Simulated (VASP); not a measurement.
**Cs3Pr: single point with PBE**

Cs3Pr:

```
CELL_PARAMETERS angstrom
6.48969 0.00000 0.00000
0.00000 6.48969 0.00000
0.00000 0.00000 6.48969
ATOMIC_POSITIONS crystal
Cs 0.50000 0.00000 0.00000
Cs 0.00000 0.50000 0.00000
Cs 0.00000 0.00000 0.50000
Pr 0.50000 0.50000 0.50000
```

The cell was built from a structure type or drawn by symmetry, and may not be a known phase.

| Item | Value |
| --- | --- |
| Program | VASP 6.6.1 |
| Task | single point |
| Functional | PBE |
| Potentials or basis | VASP PAW PBE potentials, release 64 (Cs_sv, Pr_3), 4f in core |
| Cutoff | 500 eV |
| k mesh | 4 × 4 × 4 |
| Occupations | gaussian, width 0.2 eV |
| Spin | no spin polarisation |
| Dipole correction | no |
| Mended | yes |
| Further INCAR settings | ALGO = Normal; EDIFF = 1e-06; NBANDS = 27 |

```yaml
Pressure: 0.6 GPa
Band_gap_on_the_k_mesh: zero (bands 19 and 20 overlap by 0.54 eV)
```

Levels at points of the mesh, in eV from the Fermi level:
```tsv
k point	band 17	band 18	band 19	band 20	band 21	band 22
(0.00, 0.00, 0.00)	-2.33	-0.51	-0.51	-0.25	0.04	0.04
(0.50, 0.00, 0.00)	-1.36	-0.77	-0.04	0.25	0.49	0.49
(0.50, 0.50, 0.00)	-0.78	-0.14	0.06	0.06	0.35	0.47
(0.50, 0.50, 0.50)	-1.09	-0.42	-0.42	-0.42	0.72	0.72
```

Run time: 45 s on 1 thread of Intel(R) Xeon(R) 6975P-C (Granite Rapids), on a shared host, peak memory 0.34 GiB.

Caveat: spin-orbit coupling is left out, which moves the levels of the heavy elements; the 4f electrons are frozen in the core, so they carry no moment and show no levels. Spin polarisation is off, so any magnetic state and its effect on volume and gap are missing.
